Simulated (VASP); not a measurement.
The system is Re.

```
Re
1.0
     2.73919    0.00000    0.00000
    -1.36959    2.37221    0.00000
     0.00000    0.00000    4.41187
Re
2
Cartesian
  0.0000 1.5815 1.1030
  1.3696 0.7907 3.3089
```

Base run:

```yaml
Program: VASP 6.6.1
Functional: LDA
Potentials_or_basis: VASP PAW LDA potentials, release 64 (Re)
Cutoff: 600 eV
k_mesh: 13 × 13 × 7
Occupations: gaussian, width 0.03 eV
Spin: no spin polarisation
```

Its results: band gap on the k mesh zero (bands 7 and 8 overlap by 3.05 eV); pressure 1.3 GPa.

Problem. The run is repeated on the same cell with these changes: occupations from gaussian, width 0.03 eV to fermi-dirac, width 0.6 eV. What comes out?

Solution. Band gap on the k mesh zero (bands 7 and 8 overlap by 3.03 eV); pressure 8.7 GPa.

Caveats: spin-orbit coupling is left out, which moves the levels of the heavy elements; the cell stands under pressure (at least some runs); so wide a smearing shifts energies and pressures (at least some runs).
